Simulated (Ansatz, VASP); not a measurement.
## BiTe: VASP beside Ansatz

```
Bi Te
1.0
     4.48019    0.00000    0.00000
    -2.24009    3.87996    0.00000
     0.00000    0.00000   24.36648
Bi Te
6 6
Direct
  0.00000 0.00000 0.12601
  0.00000 0.00000 0.87399
  0.33333 0.66667 0.29082
  0.66667 0.33333 0.70918
  0.66667 0.33333 0.46572
  0.33333 0.66667 0.53428
  0.33333 0.66667 0.05645
  0.66667 0.33333 0.94355
  0.66667 0.33333 0.20899
  0.33333 0.66667 0.79101
  0.00000 0.00000 0.36120
  0.00000 0.00000 0.63880
```

Change from the starting cell: volume scaled by 1.04, ions relaxed.

Alike in both runs: functional PBE; k mesh 11 × 11 × 2; occupations fermi-dirac, width 0.05 eV; no spin polarisation.

Ansatz relaxed the structure, and its values are those at the end. VASP's run is a single point on that final structure, the one shown.

|  | VASP | Ansatz |
| --- | --- | --- |
| version | VASP 6.6.1 | Ansatz 0.2.0 |
| potentials or method | VASP PAW PBE potentials, release 64 (Bi_d, Te) | plane-wave PAW, scalar-relativistic |
| plane-wave cutoff (eV) | 520 | 420 |
| valence electrons in the cell | 126 | 186 |

```csv
,VASP,Ansatz,Ansatz less VASP
pressure (GPa),0.6,0.6,+0.02
rms of the force components (eV/Å),0.006,0.007,+0.0010
```

With one functional, cell and mesh, what is left measures potentials, basis and numerics. VASP's potentials hold 126 valence electrons a cell and Ansatz's 186, so a difference there can come from the potentials and not from the codes. Ansatz's warnings: stress scf threshold loose.

Neither program's run includes spin-orbit coupling.
